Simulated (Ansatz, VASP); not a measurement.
**Ca2SeO in VASP and in Ansatz**

Contents of POSCAR:

```
Ca2SeO
1.0
    3.8828618447      0.0000000000      0.0000000000
    0.0000000000      3.8828618447      0.0000000000
    0.0000000000      0.0000000000      5.4944501843
O Ca Se
1 2 1
Direct
    0.0000000000      0.0000000000      0.0000000000
    0.0000000000      0.0000000000      0.5000000000
    0.5000000000      0.5000000000      0.0000000000
    0.5000000000      0.5000000000      0.5000000000
```

INCAR.step1

```
SYSTEM = Ca2SeO
  ALGO = Normal
  EDIFF = 1E-5
  ENCUT = 520
  GGA = PE
  ISIF = 2
  ISMEAR = 0
  LASPH = .True.
  LREAL = .False.
  LWAVE = .True.
  NBANDS = 24
  NELM = 60
  PREC = Accurate
  SIGMA = 0.01
```

Contents of INCAR.step2:

```
SYSTEM = Ca2SeO
  AEXX = 0.2
  ALGO = Normal
  EDIFF = 1E-6
  ENCUT = 520
  GGA = PE
  HFSCREEN = 0.1
  ISIF = 2
  ISMEAR = 0
  ISTART = 1
  LASPH = .True.
  LCHARG = .True.
  LELF = .True.
  LHFCALC = .True.
  LREAL = .False.
  LVHAR = .True.
  LWAVE = .False.
  NBANDS = 24
  NELM = 60
  PREC = Accurate
  PRECFOCK = Normal
  SIGMA = 0.01
```

Contents of KPOINTS:

```
k-points
0
Gamma
  4 4 2
  0 0 0
```

Input for Ansatz:

```yaml
crystal:
  lattice:
    - [3.8828618447, 0.0, 0.0]
    - [0.0, 3.8828618447, 0.0]
    - [0.0, 0.0, 5.4944501843]
  atoms:
    - { symbol: O, position: [0.0, 0.0, 0.0] }
    - { symbol: Ca, position: [0.0, 0.0, 0.5] }
    - { symbol: Se, position: [0.5, 0.5, 0.5] }
    - { symbol: Ca, position: [0.5, 0.5, 0.0] }
kpoints:
  mp_grid: { grid: [4, 4, 2] }
hamiltonian:
  xc: { exchange: pbe, correlation: pbe, exx: { coeff: 0.2, omega: 0.1 } }
scf:
  occupations: { method: fixed }
  n_extra_bands: 5
output:
  forces: true
  stress: true
  eigenvalues: true
```

Alike in both runs: task single point; functional PBE-based screened hybrid; k mesh 4 × 4 × 2; no spin polarisation.

```csv
,VASP,Ansatz
version,VASP 6.6.1,Ansatz 0.2.0
potentials or method,"VASP PAW PBE potentials, release 64 (O, Ca_sv, Se)",plane waves
plane-wave cutoff (eV),520,420
occupations,"gaussian, width 0.01 eV",fixed
valence electrons in the cell,32,42
```

VASP gave:

- gap on the k mesh at the Fermi level (eV): 3.26
- pressure (GPa): 0.7

**Question.** Which values does Ansatz return?

**Answer.** gap on the k mesh at the Fermi level (eV): 3.25; pressure (GPa): 0.6.

VASP's potentials were made for PBE, not for PBE-based screened hybrid. VASP's potentials hold 32 valence electrons a cell and Ansatz's 42, so a difference there can come from the potentials and not from the codes. Ansatz's warnings: stress exchange threshold loose, stress scf threshold loose.

The k mesh is coarse, so the values compare programs but aren't converged.
